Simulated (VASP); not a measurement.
Wanted: the native input for a VASP 6.6.1 run.

| Property | Result |
| --- | --- |
| Task | single point |
| Functional | LDA |
| Potentials or basis | VASP PAW LDA potentials, release 64 (Rb_sv) |
| Cutoff | 520 eV |
| k mesh | 6 × 6 × 8 |
| Occupations | fermi-dirac, width 0.1 eV |
| Spin | no spin polarisation |
| Dipole correction | no |
| Further INCAR settings | ALGO = Normal; EDIFF = 1e-07; NBANDS = 20 |

The structure of Rb lies in POSCAR:

```
Rb
1.0
    7.7852376082      0.0000000000      0.0000000000
   -3.8926188041      6.7422135432      0.0000000000
    0.0000000000      0.0000000000      4.6530117996
Rb
3
Direct
    1.0000000000      1.0000000000      0.0000000000
    0.3333333333      0.6666666667      0.5000000000
    0.6666666667      0.3333333333      0.5000000000
```

This cell differs from its parent crystal: volume scaled by 1.04.

One way to write it, as run:

INCAR

```
PREC     = Accurate       # precision mode
ENCUT    = 520            # plane-wave cutoff, eV
EDIFF    = 1E-7           # SCF threshold, eV
ISMEAR   = -1             # smearing method
SIGMA    = 0.1            # smearing width, eV
LREAL    = F              # projectors in reciprocal space
LASPH    = T              # aspherical terms in the spheres
NELM     = 60             # most SCF steps
ALGO     = Normal         # electronic algorithm
ISIF     = 2              # what is computed and relaxed
LWAVE    = F              # write WAVECAR
LCHARG   = T              # write CHGCAR
LELF     = T              # ELF
LVHAR    = T            
NBANDS   = 20             # bands
```

KPOINTS

```
Automatic mesh
0
Gamma
  6 6 8
```

Potentials or basis: VASP PAW LDA potentials, release 64 (Rb_sv).

Run with:

```sh
$ cat potpaw_LDA.64/Rb_sv/POTCAR > POTCAR
$ mpirun -np 1 vasp_std > vasp.out
```

It gave:

```json
{
 "Pressure": "-0.1 GPa"
}
```

It took 97 s on 1 thread of AMD EPYC 9R45 96-Core Processor (Zen 5), with other jobs on the host, peak memory 0.3 GiB.
